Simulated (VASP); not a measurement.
# InP3 (R-3m) in VASP: single point with r2SCAN

Aim: the single point of InP3 with r2SCAN.

All numbers are computed with VASP 6.6.1; they aren't measurements. Logs are shortened: lines on timing, memory, paths and dates and some standing lists are left out, and cuts for length are marked.

## (1) The cell of the first run

It takes space group R-3m (No. 166, trigonal). Conventional cell: a = 7.416 Å, b = 7.416 Å, c = 10.447 Å, α = 90.00°, β = 90.00°, γ = 120.00°. Within 3.5 Å of In (site symmetry 3m) lie 6 P at 2.63 to 2.99 Å. Within 3.0 Å of P (site symmetry m) lie 2 P at 2.22 Å and 2 In at 2.63 to 2.99 Å.

## (2) Single point, r2SCAN

Input file POSCAR:

```
InP3
1.0
    3.7077630000      2.1406780000      3.4823200000
   -3.7077630000      2.1406780000      3.4823200000
    0.0000000000     -4.2813560000      3.4823200000
In P
2 6
Direct
    0.2690000000      0.2690000000      0.2690000000
    0.7310000000      0.7310000000      0.7310000000
    0.7970000000      0.2520000000      0.7970000000
    0.7970000000      0.7970000000      0.2520000000
    0.2520000000      0.7970000000      0.7970000000
    0.2030000000      0.7480000000      0.2030000000
    0.7480000000      0.2030000000      0.2030000000
    0.2030000000      0.2030000000      0.7480000000
```

Input file INCAR.step1:

```
PREC = Accurate
ENCUT = 520
ISMEAR = -1
SIGMA = 0.1
LREAL = False
LASPH = True
NELM = 60
NBANDS = 38
GGA = PE
ALGO = Normal
EDIFF = 1E-4
LWAVE = True
LCHARG = False
```

Input file INCAR.step2:

```
PREC = Accurate
ENCUT = 520
EDIFF = 1E-7
ISMEAR = -1
SIGMA = 0.1
LREAL = False
LASPH = True
NELM = 60
ALGO = Normal
ISIF = 2
LWAVE = False
LCHARG = False
METAGGA = R2SCAN
LMIXTAU = True
NBANDS = 38
ISTART = 1
```

Input file KPOINTS:

```
Automatic mesh
0
Gamma
  6 6 6
```

Potentials or basis: VASP PAW PBE potentials, release 64 (In_d, P).

Run with:

```
> cat potpaw_PBE.64/In_d/POTCAR potpaw_PBE.64/P/POTCAR > POTCAR
> cp INCAR.step1 INCAR
> mpirun -np 1 vasp_std > vasp.out
> cp INCAR.step2 INCAR
> mpirun -np 1 vasp_std > vasp.out
```

OUTCAR:

```text
PREC = Accurate
   ENCUT = 520
   EDIFF = 1E-7
   ISMEAR = -1
   LREAL = False
   LASPH = True
   NELM = 60
   ISIF = 2
   METAGGA = R2SCAN
   ISTART = 1

 ion  position               nearest neighbor table
   1  0.269  0.269  0.269-   6 2.63   7 2.63   8 2.63   6 2.99   7 2.99   8 2.99
   2  0.731  0.731  0.731-   3 2.63   5 2.63   4 2.63   3 2.99   5 2.99   4 2.99
   3  0.797  0.252  0.797-   8 2.22   7 2.22   2 2.63   2 2.99
   4  0.797  0.797  0.252-   6 2.22   7 2.22   2 2.63   2 2.99
   5  0.252  0.797  0.797-   8 2.22   6 2.22   2 2.63   2 2.99
   6  0.203  0.748  0.203-   4 2.22   5 2.22   1 2.63   1 2.99
   7  0.748  0.203  0.203-   4 2.22   3 2.22   1 2.63   1 2.99
   8  0.203  0.203  0.748-   3 2.22   5 2.22   1 2.63   1 2.99

  LATTYP: Found a trigonal (rhomboedric) cell.
 ALAT       =     5.5187463958
 COS(alpha) =     0.0972384219

  Lattice vectors:

 A1 = (   3.7077630000,   2.1406780000,   3.4823200000)
 A2 = (  -3.7077630000,   2.1406780000,   3.4823200000)
 A3 = (   0.0000000000,  -4.2813560000,   3.4823200000)

Analysis of symmetry for initial positions (statically):
=====================================================================
 Subroutine PRICEL returns:
 Original cell was already a primitive cell.

 Routine SETGRP: Setting up the symmetry group for a
 trigonal (rhombohedral) supercell.

 Subroutine GETGRP returns: Found 12 space group operations
 (whereof 12 operations were pure point group operations)
 out of a pool of 12 trial point group operations.

The static configuration has the point symmetry D_3d.

Analysis of symmetry for dynamics (positions and initial velocities):
=====================================================================
 Subroutine PRICEL returns:
 Original cell was already a primitive cell.

 Routine SETGRP: Setting up the symmetry group for a
 trigonal (rhombohedral) supercell.

 Subroutine GETGRP returns: Found 12 space group operations
 (whereof 12 operations were pure point group operations)
 out of a pool of 12 trial point group operations.

The dynamic configuration has the point symmetry D_3d.

 Subroutine INISYM returns: Found 12 space group operations
 (whereof 12 operations are pure point group operations),
 and found     1 'primitive' translations

----------------------------------------------------------------------------------------

                                     Primitive cell

  volume of cell :     165.8377

  direct lattice vectors                    reciprocal lattice vectors
     3.707763000  2.140678000  3.482320000     0.134852201  0.077856953  0.095721626
    -3.707763000  2.140678000  3.482320000    -0.134852201  0.077856953  0.095721626
     0.000000000 -4.281356000  3.482320000     0.000000000 -0.155713906  0.095721626

  length of vectors
     5.518746356  5.518746356  5.518746396     0.182782523  0.182782523  0.182782522

  position of ions in fractional coordinates (direct lattice)
     0.269000000  0.269000000  0.269000000
     0.731000000  0.731000000  0.731000000
     0.797000000  0.252000000  0.797000000
     0.797000000  0.797000000  0.252000000
     0.252000000  0.797000000  0.797000000
     0.203000000  0.748000000  0.203000000
     0.748000000  0.203000000  0.203000000
     0.203000000  0.203000000  0.748000000

  ion indices of the primitive-cell ions
   primitive index   ion index
                 1           1
                 2           2
                 3           3
                 4           4
                 5           5
                 6           6
                 7           7
                 8           8

----------------------------------------------------------------------------------------

 KPOINTS: Automatic mesh

Automatic generation of k-mesh.
 Grid dimensions read from file:
 generate k-points for:    6    6    6

 Generating k-lattice:

  Cartesian coordinates                     Fractional coordinates (reciprocal lattice)
     0.022475367  0.012976159  0.015953604     0.166666667 -0.000000000 -0.000000000
    -0.022475367  0.012976159  0.015953604    -0.000000000  0.166666667 -0.000000000
     0.000000000 -0.025952318  0.015953604    -0.000000000 -0.000000000  0.166666667

  Length of vectors
     0.030463754  0.030463754  0.030463754

  Shift w.r.t. Gamma in fractional coordinates (k-lattice)
     0.000000000  0.000000000  0.000000000

 Subroutine IBZKPT returns following result:
 ===========================================

 Found     32 irreducible k-points:

 Following reciprocal coordinates:
            Coordinates               Weight
  0.000000  0.000000  0.000000      1.000000
  0.166667  0.000000  0.000000      6.000000
  0.333333  0.000000  0.000000      6.000000
  0.500000  0.000000  0.000000      3.000000
  0.166667  0.166667  0.000000      6.000000
  0.333333  0.166667  0.000000     12.000000
[... 16 lines left out ...]
  0.500000  0.500000  0.166667      6.000000
 -0.333333  0.500000  0.166667     12.000000
 [... further k-points ...]
   k-points           NKPTS =     32   k-points in BZ     NKDIM =     32   number of bands    NBANDS=     38
   number of dos      NEDOS =    301   number of ions     NIONS =      8
   total plane-waves  NPLWV =  74088
   dimension x,y,z NGX =    42 NGY =   42 NGZ =   42
   dimension x,y,z NGXF=    84 NGYF=   84 NGZF=   84
   ions per type =               2   6
   NGX,Y,Z   is equivalent  to a cutoff of  12.65, 12.65, 12.65 a.u.
   NGXF,Y,Z  is equivalent  to a cutoff of  25.30, 25.30, 25.30 a.u.
 SYSTEM =  unknown system
   PREC   = accura    normal or accurate (medium, high low for compatibility)
   ISTART =      1    job   : 0-new  1-cont  2-samecut
   ICHARG =      0    charge: 1-file 2-atom 10-const
   ISPIN  =      1    spin polarized calculation?
   LNONCOLLINEAR =      F non collinear calculations
   LSORBIT =      F    spin-orbit coupling
   LASPH  =      T    aspherical Exc in radial PAW
   ENCUT  =  520.0 eV  38.22 Ry    6.18 a.u.  10.26 10.26 10.26*2*pi/ulx,y,z
   NELM   =     60;   NELMIN=  2; NELMDL=  0     # of ELM steps
   EDIFF  = 0.1E-06   stopping-criterion for ELM
   LREAL  =      F    real-space projection
   EDIFFG = 0.1E-05   stopping-criterion for IOM
   NSW    =      0    number of steps for IOM
   IBRION =     -1    ionic relax: 0-MD 1-quasi-New 2-CG
   NFREE  =      0    steps in history (QN), initial steepest desc. (CG)
   ISIF   =      2    stress and relaxation
   ISYM   =      2    0-nonsym 1-usesym 2-fastsym
   POTIM  = 0.5000    time-step for ionic-motion
   TEBEG  =    0.0;   TEEND  =   0.0 temperature during run
   PSTRESS=    0.0 pullay stress
   NELECT =      56.0000    total number of electrons
   NUPDOWN=      -1.0000    fix difference up-down
   EMIN   =  10.00;   EMAX   =-10.00  energy-range for DOS
   EFERMI =   0.00;   METHOD = LEGACY
   ISMEAR =    -1;   SIGMA  =   0.10  broadening in eV -4-tet -1-fermi 0-gaus
   EFERMI_NEDOS =   21; number of points for ismear=-14 and -15
   IALGO  =     38    algorithm
   IMIX   =      4    mixing-type and parameters
     AMIX     =   0.40;   BMIX     =  1.00
     AMIX_MAG =   1.60;   BMIX_MAG =  1.00
  volume/ion in A,a.u.               =      20.73       139.89
  Fermi-wavevector in a.u.,A,eV,Ry     =   1.140013  2.154312 17.682531  1.299629
  Thomas-Fermi vector in A             =   2.276716
   LORBIT       =      0    0 simple, 1 ext, 2 COOP (PROOUT), +10 PAW based schemes
   METAGGA = R2SCAN    functional components
   LHFCALC =     F    Hartree Fock is set to
   AEXX    =    0.0000 exact exchange contribution
   IVDW    =     0    specifies the selected vdW correction
   LEPSILON=     F    determine dielectric tensor
   LRPA    =     F    only Hartree local field effects (RPA)
 non-spin polarized calculation
  energy-cutoff  :      520.00
  volume of cell :      165.84
 maximum number of plane-waves:      4485
 NGX is ok and might be reduce to    42
   NGX = 21   NGY = 21   NGZ = 21

 number of electron      56.0000019 magnetization

 Free energy of the ion-electron system (eV)
  ---------------------------------------------------
  ext. energy  EPLUGINS =         0.00000000
  ---------------------------------------------------
  free energy    TOTEN  =      -100.09815977 eV

  energy without entropy =     -100.06461458  energy(sigma->0) =     -100.08138718

 E-fermi :   6.1606     XC(G=0): -10.4885

 val. band max:        6.1158513388   @ k =   0.1667   0.1667   0.1667
 cond. band min:       6.1675053014   @ k =   0.5000   0.5000   0.3333
 fundamental gap:      0.0516539627
 Fermi energy:         6.1606205215

 k-point     1 :       0.0000    0.0000    0.0000
  band No.  band energies     occupation
      1      -8.8874      2.00000
      2      -8.8874      2.00000
      3      -8.7595      2.00000
      4      -8.7595      2.00000
      5      -8.6534      2.00000
      6      -8.6395      2.00000
[... 30 lines left out ...]
     37      12.5048      0.00000
     38      13.8996      0.00000

 k-point     2 :       0.1667    0.0000    0.0000
  band No.  band energies     occupation
      1      -8.8966      2.00000
      2      -8.8790      2.00000
      3      -8.7645      2.00000
      4      -8.7547      2.00000
      5      -8.6565      2.00000
      6      -8.6434      2.00000
[... 30 lines left out ...]
     37      11.9243      0.00000
     38      13.1748      0.00000

 k-point     3 :       0.3333    0.0000    0.0000
  band No.  band energies     occupation
      1      -8.9057      2.00000
      2      -8.8592      2.00000
      3      -8.7775      2.00000
      4      -8.7475      2.00000
      5      -8.6589      2.00000
      6      -8.6475      2.00000
[... 30 lines left out ...]
     37      11.8206      0.00000
[... 781 lines left out ...]
 k-point    23 :       0.5000    0.5000    0.1667
  band No.  band energies     occupation
      1      -8.8838      2.00000
      2      -8.7714      2.00000
      3      -8.7562      2.00000
      4      -8.7380      2.00000
      5      -8.6877      2.00000
      6      -8.6478      2.00000
[... 30 lines left out ...]
     37      10.8309      0.00000
     38      10.9144      0.00000

 k-point    24 :      -0.3333    0.5000    0.1667
  band No.  band energies     occupation
      1      -8.9001      2.00000
      2      -8.7777      2.00000
      3      -8.7645      2.00000
      4      -8.7420      2.00000
      5      -8.6713      2.00000
      6      -8.6505      2.00000
[... 30 lines left out ...]
     37      10.9666      0.00000
     38      11.2504      0.00000

 [... further k-points ...]

------------------------ aborting loop because EDIFF is reached ----------------------------------------

  FORCE on cell =-STRESS in cart. coord.  units (eV):
  Direction    XX          YY          ZZ          XY          YZ          ZX
  --------------------------------------------------------------------------------------
  -------------------------------------------------------------------------------------
  Total       -0.5030876     -0.5030877     -2.5819847      0.0000000     -0.0000000      0.0000000
  in kB       -4.8603886     -4.8603887    -24.9448560      0.0000000     -0.0000000      0.0000000
  external PRESSURE =     -11.5552111 kB  Pullay stress =       0.0000000 kB

 VOLUME and BASIS-vectors are now :
 -----------------------------------------------------------------------------
  energy-cutoff  :      520.00
  volume of cell :      165.84
      direct lattice vectors                 reciprocal lattice vectors
     3.707763000  2.140678000  3.482320000     0.134852201  0.077856953  0.095721626
    -3.707763000  2.140678000  3.482320000    -0.134852201  0.077856953  0.095721626
     0.000000000 -4.281356000  3.482320000     0.000000000 -0.155713906  0.095721626

 POSITION                                       TOTAL-FORCE (eV/Angst)
 -----------------------------------------------------------------------------------
      0.00000      0.00000      2.81023         0.000000     -0.000000     -0.175167
      0.00000      0.00000      7.63673         0.000000     -0.000000      0.175167
      2.02073     -1.16667      6.42836         0.382835     -0.221030      0.231940
      0.00000      2.33334      6.42836         0.000000      0.442059      0.231940
     -2.02073     -1.16667      6.42836        -0.382835     -0.221030      0.231940
     -2.02073      1.16667      4.01860        -0.382835      0.221030     -0.231940
      2.02073      1.16667      4.01860         0.382835      0.221030     -0.231940
      0.00000     -2.33334      4.01860         0.000000     -0.442059     -0.231940
 -----------------------------------------------------------------------------------
    total drift:                                0.000000     -0.000000      0.000000

  FREE ENERGIE OF THE ION-ELECTRON SYSTEM (eV)
  ---------------------------------------------------
  free  energy   TOTEN  =      -100.0981597740 eV

  energy  without entropy=     -100.0646145776  energy(sigma->0) =     -100.08138718
```

It took 5.5 min on 1 thread of Intel Xeon 6975P-C (Granite Rapids), shared host; peak memory 0.37 GiB.

What came out:

- Free energy: -100.0982 eV
- Pressure: -1.2 GPa
- Largest force: 0.499 eV/Å
- Band gap on the k mesh: zero (bands 28 and 29 overlap by 0.71 eV)

Forces in eV/Å, atoms in the order of the input:
```
In   0.000  0.000 -0.175
In   0.000  0.000  0.175
P    0.383 -0.221  0.232
P    0.000  0.442  0.232
P   -0.383 -0.221  0.232
P   -0.383  0.221 -0.232
P    0.383  0.221 -0.232
P    0.000 -0.442 -0.232
```

Caveat: semilocal functionals underestimate gaps, so a narrow gap can read as zero; the PAW data sets were made with another functional, which shifts forces and pressure a little; spin-orbit coupling is left out, which moves the levels of the heavy elements.
